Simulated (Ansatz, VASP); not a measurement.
**One calculation of GaAs, two programs**

INCAR

```
SYSTEM = GaAs
PREC = Accurate ; ENCUT = 520
EDIFF = 1E-7 ; ISMEAR = 0
SIGMA = 0.01 ; LREAL = .False.
LASPH = .True. ; NELM = 80
ALGO = Normal ; ISIF = 2
LWAVE = .False. ; LCHARG = .False.
GGA = PS ; NBANDS = 26
```

KPOINTS

```
Automatic mesh
0
Gamma
  10 10 6
  0 0 0
```

POSCAR

```
GaAs
1.0
    2.7158173540      2.7158173540      0.0000000000
   -2.7158173540      2.7158173540      0.0000000000
    0.0000000000      0.0000000000      5.8586946786
Ga As
2 2
Direct
    0.0000000000      0.0000000000      0.0000000000
    0.5000000000      0.5000000000      0.5000000000
    0.5000000000      0.0000000000      0.7500000000
    0.0000000000      0.5000000000      0.2500000000
```

Input for Ansatz:

```yaml
crystal:
  lattice:
    - [2.715817354, 2.715817354, 0.0]
    - [-2.715817354, 2.715817354, 0.0]
    - [0.0, 0.0, 5.8586946786]
  atoms:
    - { symbol: Ga, position: [0.0, 0.0, 0.0] }
    - { symbol: Ga, position: [0.5, 0.5, 0.5] }
    - { symbol: As, position: [0.5, 0.0, 0.75] }
    - { symbol: As, position: [0.0, 0.5, 0.25] }
basis:
  ecutwfc: 420
kpoints:
  mp_grid: { grid: [10, 10, 6] }
  band_path: { path: [VBM, CBM], npoints: 2 }
hamiltonian:
  xc: pbesol
scf:
  occupations: { method: gaussian, width: 0.01 }
output:
  forces: true
  stress: true
  eigenvalues: true
checkpoint:
  read: start.run
  write: ck
  compress: false
  write_wavefunctions: false
  write_every: 100000
```

Alike in both runs: task single point; functional PBEsol; k mesh 10 × 10 × 6; occupations gaussian, width 0.01 eV; no spin polarisation.

|  | VASP | Ansatz |
| --- | --- | --- |
| version | VASP 6.6.1 | Ansatz 0.2.0 |
| potentials or method | VASP PAW PBE potentials, release 64 (Ga_d, As), cutoff 520 eV | scalar-relativistic, plane waves, PAW |
| valence electrons in the cell | 36 | 56 |

```tsv
	VASP	Ansatz	Ansatz less VASP
gap on the k mesh at the Fermi level (eV)	0.58	0.56	-0.017
least direct gap on the mesh (eV)	0.58	0.56	-0.017
pressure (GPa)	3.8	3.6	-0.19
traceless stress, the component that is largest in VASP (GPa)	-3.56	-3.56	-0.003
```

VASP's potentials were made for PBE, not for PBEsol. The functional is the same, so the differences come from potentials, cutoffs and numerics. VASP's potentials hold 36 valence electrons a cell and Ansatz's 56, so a difference there can come from the potentials and not from the codes.
